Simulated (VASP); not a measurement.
A run of VASP 6.6.1:

The input INCAR:

```
SYSTEM = Pb
PREC = Accurate
ENCUT = 520
EDIFF = 1E-6
ISMEAR = -1
SIGMA = 0.1
LREAL = .FALSE.
LASPH = .TRUE.
NELM = 100
ALGO = Normal
ISIF = 2
LWAVE = .FALSE.
LCHARG = .FALSE.
GGA = PS
NBANDS = 36
```

Contents of KPOINTS:

```
regular mesh
0
G
  14 14 4
  0 0 0
```

File POSCAR:

```
Pb
1.0
    3.4913698385      0.0000000000      0.0000000000
   -1.7456849193      3.0236149742      0.0000000000
    0.0000000000      0.0000000000     11.3330246652
Pb
4
Direct
    1.0000000000      1.0000000000      0.0000000000
    1.0000000000      1.0000000000      0.5000000000
    0.3333333333      0.6666666667      0.2500000000
    0.6666666667      0.3333333333      0.7500000000
```

Potentials or basis: VASP PAW PBE potentials, release 64 (Pb_d).

Launch:

```console
$ cat potpaw_PBE.64/Pb_d/POTCAR > POTCAR
$ mpirun -np 1 vasp_std > vasp.out
```

Hardware: 1 thread of Intel Xeon 8259CL (shared host).

Q: How long does it take, and how much memory?

A: It took 4.7 min on 1 thread of Intel Xeon 8259CL, on a shared host, peak memory 0.38 GiB. Counts: scf iterations 11, k points 72.
